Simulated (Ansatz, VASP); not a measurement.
# Ge2Sb2O in VASP and in Ansatz

```
Ge Sb O
1.0
     3.39887    0.00000    0.00000
     0.00000    3.39887    0.00000
     0.00000    0.00000    8.97294
Ge Sb O
2 2 1
Cartesian
  1.6994 1.6994 1.9996
  1.6994 1.6994 6.9733
  0.0000 0.0000 0.0000
  0.0000 0.0000 4.4865
  1.6994 1.6994 4.4865
```

Alike in both runs: task relaxation of cell and atoms; functional PBE; k mesh 6 × 6 × 2; occupations gaussian, width 0.1 eV; no spin polarisation.

|  | VASP | Ansatz |
| --- | --- | --- |
| version | VASP 6.6.1 | Ansatz 0.2.0 |
| potentials or method | VASP PAW PBE potentials, release 64 (Ge_d, Sb, O), cutoff 600 eV | scalar-relativistic, plane waves, PAW |
| valence electrons in the cell | 44 | 64 |

VASP gave:

* gap on the k mesh at the Fermi level, each at its own relaxed structure (eV): none
* relaxed volume (Å³/atom): 20.94
* relaxed length of the cell vector where the two differ most in proportion (Å): 3.363

Q: What did Ansatz give for the same quantities?

A: gap on the k mesh at the Fermi level, each at its own relaxed structure (eV): none; relaxed volume (Å³/atom): 21.08; relaxed length of the cell vector where the two differ most in proportion (Å): 3.375.

A gap of «none» marks a metal or a gap that the smearing closes. VASP's potentials hold 44 valence electrons a cell and Ansatz's 64, so a difference there can come from the potentials and not from the codes.

Spin-orbit coupling is off throughout.
